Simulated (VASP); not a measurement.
# TaTi3 (Pm-3m) in VASP: single point with LDA

Aim: the single point of TaTi3 with LDA.

All numbers are computed with VASP 6.6.1; they aren't measurements. Logs are shortened: lines on timing, memory, paths and dates and some standing lists are left out, and cuts for length are marked.

## (1) The cell of the first run

Symmetry: Pm-3m, No. 221, cubic system. The conventional cell has a = 4.133 Å, b = 4.133 Å, c = 4.133 Å, α = 90.00°, β = 90.00°, γ = 90.00°. Within 3.8 Å of Ti (site symmetry 4/mmm) lie 8 Ti at 2.92 Å and 4 Ta at 2.92 Å. Ta (site symmetry m-3m) has 12 Ti at 2.92 Å within 3.8 Å.

## (2) Single point, LDA

File INCAR:

```
PREC     = Accurate       # precision mode
ENCUT    = 520            # plane-wave cutoff, eV
EDIFF    = 1E-7           # SCF threshold, eV
ISMEAR   = 1              # smearing method
SIGMA    = 0.05           # smearing width, eV
LREAL    = False          # projectors in reciprocal space
LASPH    = True           # aspherical terms in the spheres
NELM     = 60             # most SCF steps
ALGO     = Normal         # electronic algorithm
ISIF     = 2              # what is computed and relaxed
LWAVE    = False          # write WAVECAR
LCHARG   = False          # write CHGCAR
NBANDS   = 32             # bands
```

File KPOINTS:

```
Automatic mesh
0
Gamma
  4 4 4
```

File POSCAR:

```
TaTi3
1.0
    4.1330540000      0.0000000000      0.0000000000
    0.0000000000      4.1330540000      0.0000000000
    0.0000000000      0.0000000000      4.1330540000
Ti Ta
3 1
Direct
    0.0000000000      0.5000000000      0.5000000000
    0.5000000000      0.0000000000      0.5000000000
    0.5000000000      0.5000000000      0.0000000000
    0.0000000000      0.0000000000      0.0000000000
```

Potentials or basis: VASP PAW LDA potentials, release 64 (Ti_sv, Ta_pv).

Run with:

```console
$ cat potpaw_LDA.64/Ti_sv/POTCAR potpaw_LDA.64/Ta_pv/POTCAR > POTCAR
$ mpirun -np 1 vasp_std > vasp.out
```

OUTCAR:

```text
PREC = Accurate
   ENCUT = 520
   EDIFF = 1E-7
   ISMEAR = 1
   LREAL = False
   LASPH = True
   NELM = 60
   ISIF = 2

 ion  position               nearest neighbor table
   1  0.000  0.500  0.500-   4 2.92   4 2.92   4 2.92   4 2.92
   2  0.500  0.000  0.500-   4 2.92   4 2.92   4 2.92   4 2.92
   3  0.500  0.500  0.000-   4 2.92   4 2.92   4 2.92   4 2.92
   4  0.000  0.000  0.000-   1 2.92   2 2.92   3 2.92   1 2.92   2 2.92   1 2.92   3 2.92   1 2.92
                             2 2.92   3 2.92   2 2.92   3 2.92

  LATTYP: Found a simple cubic cell.
 ALAT       =     4.1330540000

  Lattice vectors:

 A1 = (   4.1330540000,   0.0000000000,   0.0000000000)
 A2 = (   0.0000000000,   4.1330540000,   0.0000000000)
 A3 = (   0.0000000000,   0.0000000000,   4.1330540000)

Analysis of symmetry for initial positions (statically):
=====================================================================
 Subroutine PRICEL returns:
 Original cell was already a primitive cell.

 Routine SETGRP: Setting up the symmetry group for a
 simple cubic supercell.

 Subroutine GETGRP returns: Found 48 space group operations
 (whereof 48 operations were pure point group operations)
 out of a pool of 48 trial point group operations.

The static configuration has the point symmetry O_h .

Analysis of symmetry for dynamics (positions and initial velocities):
=====================================================================
 Subroutine PRICEL returns:
 Original cell was already a primitive cell.

 Routine SETGRP: Setting up the symmetry group for a
 simple cubic supercell.

 Subroutine GETGRP returns: Found 48 space group operations
 (whereof 48 operations were pure point group operations)
 out of a pool of 48 trial point group operations.

The dynamic configuration has the point symmetry O_h .

 Subroutine INISYM returns: Found 48 space group operations
 (whereof 48 operations are pure point group operations),
 and found     1 'primitive' translations

----------------------------------------------------------------------------------------

                                     Primitive cell

  volume of cell :      70.6014

  direct lattice vectors                    reciprocal lattice vectors
     4.133054000  0.000000000  0.000000000     0.241951835  0.000000000  0.000000000
     0.000000000  4.133054000  0.000000000     0.000000000  0.241951835  0.000000000
     0.000000000  0.000000000  4.133054000     0.000000000  0.000000000  0.241951835

  length of vectors
     4.133054000  4.133054000  4.133054000     0.241951835  0.241951835  0.241951835

  position of ions in fractional coordinates (direct lattice)
     0.000000000  0.500000000  0.500000000
     0.500000000  0.000000000  0.500000000
     0.500000000  0.500000000  0.000000000
     0.000000000  0.000000000  0.000000000

  ion indices of the primitive-cell ions
   primitive index   ion index
                 1           1
                 2           2
                 3           3
                 4           4

----------------------------------------------------------------------------------------

 KPOINTS: Automatic mesh

Automatic generation of k-mesh.
 Grid dimensions read from file:
 generate k-points for:    4    4    4

 Generating k-lattice:

  Cartesian coordinates                     Fractional coordinates (reciprocal lattice)
     0.060487959  0.000000000  0.000000000     0.250000000  0.000000000  0.000000000
     0.000000000  0.060487959  0.000000000     0.000000000  0.250000000  0.000000000
     0.000000000  0.000000000  0.060487959     0.000000000  0.000000000  0.250000000

  Length of vectors
     0.060487959  0.060487959  0.060487959

  Shift w.r.t. Gamma in fractional coordinates (k-lattice)
     0.000000000  0.000000000  0.000000000

 Subroutine IBZKPT returns following result:
 ===========================================

 Found     10 irreducible k-points:

 Following reciprocal coordinates:
            Coordinates               Weight
  0.000000  0.000000  0.000000      1.000000
  0.250000  0.000000  0.000000      6.000000
  0.500000  0.000000  0.000000      3.000000
  0.250000  0.250000  0.000000     12.000000
  0.500000  0.250000  0.000000     12.000000
  0.500000  0.500000  0.000000      3.000000
  0.250000  0.250000  0.250000      8.000000
  0.500000  0.250000  0.250000     12.000000
  0.500000  0.500000  0.250000      6.000000
  0.500000  0.500000  0.500000      1.000000
   k-points           NKPTS =     10   k-points in BZ     NKDIM =     10   number of bands    NBANDS=     32
   number of dos      NEDOS =    301   number of ions     NIONS =      4
   total plane-waves  NPLWV =  32768
   dimension x,y,z NGX =    32 NGY =   32 NGZ =   32
   dimension x,y,z NGXF=    64 NGYF=   64 NGZF=   64
   ions per type =               3   1
   NGX,Y,Z   is equivalent  to a cutoff of  12.87, 12.87, 12.87 a.u.
   NGXF,Y,Z  is equivalent  to a cutoff of  25.74, 25.74, 25.74 a.u.
 SYSTEM =  unknown system
   PREC   = accura    normal or accurate (medium, high low for compatibility)
   ISTART =      0    job   : 0-new  1-cont  2-samecut
   ICHARG =      2    charge: 1-file 2-atom 10-const
   ISPIN  =      1    spin polarized calculation?
   LNONCOLLINEAR =      F non collinear calculations
   LSORBIT =      F    spin-orbit coupling
   LASPH  =      T    aspherical Exc in radial PAW
   ENCUT  =  520.0 eV  38.22 Ry    6.18 a.u.   7.68  7.68  7.68*2*pi/ulx,y,z
   NELM   =     60;   NELMIN=  2; NELMDL= -5     # of ELM steps
   EDIFF  = 0.1E-06   stopping-criterion for ELM
   LREAL  =      F    real-space projection
   EDIFFG = 0.1E-05   stopping-criterion for IOM
   NSW    =      0    number of steps for IOM
   IBRION =     -1    ionic relax: 0-MD 1-quasi-New 2-CG
   NFREE  =      0    steps in history (QN), initial steepest desc. (CG)
   ISIF   =      2    stress and relaxation
   ISYM   =      2    0-nonsym 1-usesym 2-fastsym
   POTIM  = 0.5000    time-step for ionic-motion
   TEBEG  =    0.0;   TEEND  =   0.0 temperature during run
   PSTRESS=    0.0 pullay stress
   NELECT =      47.0000    total number of electrons
   NUPDOWN=      -1.0000    fix difference up-down
   EMIN   =  10.00;   EMAX   =-10.00  energy-range for DOS
   EFERMI =   0.00;   METHOD = LEGACY
   ISMEAR =     1;   SIGMA  =   0.05  broadening in eV -4-tet -1-fermi 0-gaus
   EFERMI_NEDOS =   21; number of points for ismear=-14 and -15
   IALGO  =     38    algorithm
   IMIX   =      4    mixing-type and parameters
     AMIX     =   0.40;   BMIX     =  1.00
     AMIX_MAG =   1.60;   BMIX_MAG =  1.00
  volume/ion in A,a.u.               =      17.65       119.11
  Fermi-wavevector in a.u.,A,eV,Ry     =   1.429452  2.701273 27.801250  2.043334
  Thomas-Fermi vector in A             =   2.549404
   LORBIT       =      0    0 simple, 1 ext, 2 COOP (PROOUT), +10 PAW based schemes
   GGA     = CA    functional components
   LHFCALC =     F    Hartree Fock is set to
   AEXX    =    0.0000 exact exchange contribution
   IVDW    =     0    specifies the selected vdW correction
   LEPSILON=     F    determine dielectric tensor
   LRPA    =     F    only Hartree local field effects (RPA)
 non-spin polarized calculation
 Methfessel and Paxton  Order N= 1 SIGMA  =   0.05
  energy-cutoff  :      520.00
  volume of cell :       70.60
 maximum number of plane-waves:      1935
 NGX is ok and might be reduce to    32
   NGX = 15   NGY = 15   NGZ = 15

 number of electron      47.0000007 magnetization

 Free energy of the ion-electron system (eV)
  ---------------------------------------------------
  ext. energy  EPLUGINS =         0.00000000
  ---------------------------------------------------
  free energy    TOTEN  =       -38.01127212 eV

  energy without entropy =      -38.00879439  energy(sigma->0) =      -38.01044621

 E-fermi :   7.3370     XC(G=0): -12.0274

 val. band max:        7.3165955312   @ k =   0.2500   0.2500   0.0000
 cond. band min:       7.3530147261   @ k =   0.5000   0.2500   0.2500
 fundamental gap:      0.0364191949
 Fermi energy:         7.3370092968

 k-point     1 :       0.0000    0.0000    0.0000
  band No.  band energies     occupation
      1     -48.6948      2.00000
      2     -48.5741      2.00000
      3     -48.5741      2.00000
      4     -26.5869      2.00000
      5     -26.5869      2.00000
      6     -26.5869      2.00000
[... 24 lines left out ...]
     31      10.7602      0.00000
     32      11.0670      0.00000

 k-point     2 :       0.2500    0.0000    0.0000
  band No.  band energies     occupation
      1     -48.6796      2.00000
      2     -48.5895      2.00000
      3     -48.5739      2.00000
      4     -26.5676      2.00000
      5     -26.5676      2.00000
      6     -26.5603      2.00000
[... 24 lines left out ...]
     31      10.1955      0.00000
     32      10.7557      0.00000

 k-point     3 :       0.5000    0.0000    0.0000
  band No.  band energies     occupation
      1     -48.6549      2.00000
      2     -48.6143      2.00000
      3     -48.5737      2.00000
      4     -26.5477      2.00000
      5     -26.5477      2.00000
      6     -26.5327      2.00000
[... 24 lines left out ...]
     31       9.5298      0.00000
     32       9.5298      0.00000

 k-point     4 :       0.2500    0.2500    0.0000
  band No.  band energies     occupation
      1     -48.6660      2.00000
      2     -48.5941      2.00000
      3     -48.5826      2.00000
      4     -26.5810      2.00000
      5     -26.5500      2.00000
      6     -26.5425      2.00000
[... 164 lines left out ...]
     31       8.9012      0.00000
     32      10.5841      0.00000

 k-point     9 :       0.5000    0.5000    0.2500
  band No.  band energies     occupation
      1     -48.6138      2.00000
      2     -48.6138      2.00000
      3     -48.6137      2.00000
      4     -26.6092      2.00000
      5     -26.6092      2.00000
      6     -26.5798      2.00000
[... 24 lines left out ...]
     31       8.3029     -0.00000
     32      10.3350      0.00000

 k-point    10 :       0.5000    0.5000    0.5000
  band No.  band energies     occupation
      1     -48.6135      2.00000
      2     -48.6135      2.00000
      3     -48.6135      2.00000
      4     -26.6378      2.00000
      5     -26.6378      2.00000
      6     -26.6378      2.00000
[... 24 lines left out ...]
     31       8.1613     -0.00000
     32      10.7830      0.00000

------------------------ aborting loop because EDIFF is reached ----------------------------------------

  FORCE on cell =-STRESS in cart. coord.  units (eV):
  Direction    XX          YY          ZZ          XY          YZ          ZX
  --------------------------------------------------------------------------------------
  -------------------------------------------------------------------------------------
  Total       -4.1932073     -4.1932073     -4.1932073      0.0000000     -0.0000000     -0.0000000
  in kB      -95.1576436    -95.1576436    -95.1576436      0.0000000     -0.0000000     -0.0000000
  external PRESSURE =     -95.1576436 kB  Pullay stress =       0.0000000 kB

 VOLUME and BASIS-vectors are now :
 -----------------------------------------------------------------------------
  energy-cutoff  :      520.00
  volume of cell :       70.60
      direct lattice vectors                 reciprocal lattice vectors
     4.133054000  0.000000000  0.000000000     0.241951835  0.000000000  0.000000000
     0.000000000  4.133054000  0.000000000     0.000000000  0.241951835  0.000000000
     0.000000000  0.000000000  4.133054000     0.000000000  0.000000000  0.241951835

 POSITION                                       TOTAL-FORCE (eV/Angst)
 -----------------------------------------------------------------------------------
      0.00000      2.06653      2.06653         0.000000      0.000000      0.000000
      2.06653      0.00000      2.06653         0.000000      0.000000      0.000000
      2.06653      2.06653      0.00000         0.000000      0.000000      0.000000
      0.00000      0.00000      0.00000         0.000000      0.000000      0.000000
 -----------------------------------------------------------------------------------
    total drift:                                0.000000     -0.000000     -0.000000

  FREE ENERGIE OF THE ION-ELECTRON SYSTEM (eV)
  ---------------------------------------------------
  free  energy   TOTEN  =       -38.0112721164 eV

  energy  without entropy=      -38.0087943902  energy(sigma->0) =      -38.01044621
```

Wall time 11 s (1 thread of Intel Xeon 6975P-C (Granite Rapids), shared host); peak memory 0.16 GiB.

Results:

```
Free energy : -38.0113 eV
Pressure    : -9.5 GPa
```

Levels at points of the mesh, in eV from the Fermi level:
| k point | band 21 | band 22 | band 23 | band 24 | band 25 | band 26 |
| --- | --- | --- | --- | --- | --- | --- |
| (0.00, 0.00, 0.00) | -2.17 | -2.17 | 0.74 | 0.74 | 0.74 | 2.49 |
| (0.50, 0.00, 0.00) | -0.81 | -0.81 | -0.65 | -0.37 | -0.37 | 0.99 |
| (0.50, 0.50, 0.00) | -0.78 | -0.58 | -0.41 | -0.28 | -0.25 | -0.10 |
| (0.50, 0.50, 0.50) | 0.45 | 0.60 | 0.60 | 0.60 | 0.63 | 0.65 |

Caveat: the k points lie up to 0.38 Å⁻¹ apart; spin-orbit coupling is left out, which moves the levels of the heavy elements.
